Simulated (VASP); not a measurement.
Runs of VASP 6.6.1 on Co. The structure is that of space group Fd-3m (No. 227), or close to it. The cells are those of the table. 

| task | potentials or basis | cell | k mesh | cutoff (eV) | second run | gap on the mesh (eV) | pressure (GPa) |
| --- | --- | --- | --- | --- | --- | --- | --- |
| relaxation of cell and atoms | VASP PAW LDA potentials, release 64 (Co_sv) | relaxed from a = 3.484 Å, angles 60.0°, 2 atoms | 11 × 11 × 11 | 600 | valence_matched | none | 0.0 |
| single point | VASP PAW LDA potentials, release 64 (Co) | a = 3.248 Å, angles 60.0°, 2 atoms | 13 × 13 × 13 | 520 | - | none | 24.2 |
| single point | VASP PAW LDA potentials, release 64 (Co_sv) | a = 3.390 Å, angles 60.0°, 2 atoms | 11 × 11 × 11 | 600 | valence_matched | none | -2.7 |
| single point | VASP PAW LDA potentials, release 64 (Co) | a = 3.390 Å, angles 60.0°, 2 atoms | 11 × 11 × 11 | 520 | - | none | -1.7 |
| single point | VASP PAW LDA potentials, release 64 (Co) | a = 3.434 Å, angles 60.0°, 2 atoms | 13 × 13 × 13 | 520 | - | none | (b) |
| single point | VASP PAW LDA potentials, release 64 (Co_sv) | a = 3.390 Å, angles 60.0°, 2 atoms | 13 × 13 × 13 | 600 | valence_matched | none | -2.8 |
| single point | VASP PAW LDA potentials, release 64 (Co_sv) | a = 3.434 Å, angles 60.0°, 2 atoms | 13 × 13 × 13 | 600 | valence_matched | none | (a) |
| single point | VASP PAW LDA potentials, release 64 (Co_sv) | a = 3.248 Å, angles 60.0°, 2 atoms | 13 × 13 × 13 | 600 | valence_matched | none | 24.9 |

Alike in all rows: level LDA; no spin polarisation; smearing fermi-dirac 0.1 eV.

Task: Fill in the values left out.

Result: (a) -8.5; (b) -7.2.

Caveats: the run has no spin polarisation, though such a crystal can be magnetic.

A gap of «none» marks levels without a gap at the run's occupations.

The runs don't all hold the same shells in valence.
